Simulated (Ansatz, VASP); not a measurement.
**SrVO3: VASP beside Ansatz**

POSCAR

```
SrVO3
1.0
    3.8408994000      0.0000000000      0.0000000000
    0.0000000000      3.8408994000      0.0000000000
    0.0000000000      0.0000000000      3.8408994000
Sr V O
1 1 3
Direct
    0.5000000000      0.5000000000      0.5000000000
    0.0000000000      0.0000000000      0.0000000000
    0.5000000000      0.0000000000      0.0000000000
    0.0000000000      0.5000000000      0.0000000000
    0.0000000000      0.0000000000      0.5000000000
```

Contents of INCAR.step1:

```
SYSTEM = SrVO3
  PREC = Accurate
  ENCUT = 520
  ISMEAR = 0
  SIGMA = 0.05
  LREAL = .False.
  LASPH = .True.
  NELM = 150
  ISPIN = 2
  MAGMOM = 0 1.08 -0.08 -0.08 -0.12
  LMAXMIX = 4
  LDAU = .True.
  LDAUTYPE = 2
  LDAUL = -1 2 -1
  LDAUU = 0 4 0
  LDAUJ = 0 0 0
  NBANDS = 32
  GGA = PE
  ALGO = Normal
  EDIFF = 1E-4
  LWAVE = .True.
  LCHARG = .False.
```

The input INCAR.step2:

```
SYSTEM = SrVO3
  PREC = Accurate
  ENCUT = 520
  EDIFF = 1E-6
  ISMEAR = 0
  SIGMA = 0.05
  LREAL = .False.
  LASPH = .True.
  NELM = 150
  ALGO = Normal
  ISIF = 2
  LWAVE = .False.
  LCHARG = .False.
  ISPIN = 2
  MAGMOM = 0 1.08 -0.08 -0.08 -0.12
  LORBIT = 11
  LMAXMIX = 4
  LDAU = .True.
  LDAUTYPE = 2
  LDAUL = -1 2 -1
  LDAUU = 0 4 0
  LDAUJ = 0 0 0
  LDAUPRINT = 1
  METAGGA = R2SCAN
  LMIXTAU = .True.
  NBANDS = 32
  ISTART = 1
```

Contents of KPOINTS:

```
regular mesh
0
Gamma
  5 5 5
  0 0 0
```

Input for Ansatz:

```yaml
crystal:
  lattice:
    - [3.8408994, 0.0, 0.0]
    - [0.0, 3.8408994, 0.0]
    - [0.0, 0.0, 3.8408994]
  atoms:
    - { symbol: Sr, position: [0.5, 0.5, 0.5] }
    - { symbol: V, position: [0.0, 0.0, 0.0], spin: 1.0 }
    - { symbol: O, position: [0.5, 0.0, 0.0] }
    - { symbol: O, position: [0.0, 0.5, 0.0] }
    - { symbol: O, position: [0.0, 0.0, 0.5] }
basis:
  ecutwfc: 500
  ecutrho_ratio: 4
kpoints:
  mp_grid: { grid: [5, 5, 5] }
hamiltonian:
  xc: r2scan
  hubbard:
    sites:
      - { site: 1, l: d, u_eff: 4.0, starting_ns: [{ spin: up, occupation_matrix: s1up }, { spin: down, occupation_matrix: s1down }] }
    occupation_matrices:
      s1up:
        matrix:
          - [0.02, 0.0, 0.0, 0.0, 0.0]
          - [0.0, 0.02, 0.0, 0.0, 0.0]
          - [0.0, 0.0, 0.02, 0.0, 0.0]
          - [0.0, 0.0, 0.0, 0.97, 0.0]
          - [0.0, 0.0, 0.0, 0.0, 0.02]
      s1down:
        matrix:
          - [0.02, 0.0, 0.0, 0.0, 0.0]
          - [0.0, 0.02, 0.0, 0.0, 0.0]
          - [0.0, 0.0, 0.02, 0.0, 0.0]
          - [0.0, 0.0, 0.0, 0.02, 0.0]
          - [0.0, 0.0, 0.0, 0.0, 0.02]
    ns_hold: { iters: 5 }
scf:
  occupations: { method: gaussian, width: 0.05 }
  lower_state_search: "off"
  max_iter: 150
output:
  forces: true
  stress: true
  eigenvalues: true
  populations: true
  hubbard: { sites: [{ site: 1, l: d }] }
magnetization:
  spin_polarized: true
```

Alike in both runs: task single point; functional r2SCAN; k mesh 5 × 5 × 5; occupations gaussian, width 0.05 eV; collinear spin; Hubbard terms V d U = 4.0 eV.

```csv
,VASP,Ansatz
version,VASP 6.6.1,Ansatz 0.2.0
potentials or method,"VASP PAW PBE potentials, release 64 (Sr_sv, V_sv, O), cutoff 520 eV","scalar-relativistic, plane waves, PAW"
valence electrons in the cell,41,41
```

Ansatz gave:

```
gap on the k mesh at the Fermi level (eV)                     : none
pressure (GPa)                                                : 3.9
traceless stress, the component that is largest in VASP (GPa) : 1.97
net moment per atom (μB)                                      : 0.20
size of the moment on the site where the two differ most (μB) : 0.98
```

What did VASP give for the same quantities?

gap on the k mesh at the Fermi level (eV): none; pressure (GPa): 5.1; traceless stress, the component that is largest in VASP (GPa): -0.18; net moment per atom (μB): 0.20; size of the moment on the site where the two differ most (μB): 1.20.

VASP's potentials were made for PBE, not for r2SCAN. Site moments also hang on the region over which each program counts them. The programs project onto different local orbitals, so the same U acts differently, and such runs can settle in different states. A gap of «none» marks a metal or a gap that the smearing closes. Ansatz's warnings: filled band counts differ across k points, specified occupation not kept, stability check not made, symmetry narrowed by occupation matrices.
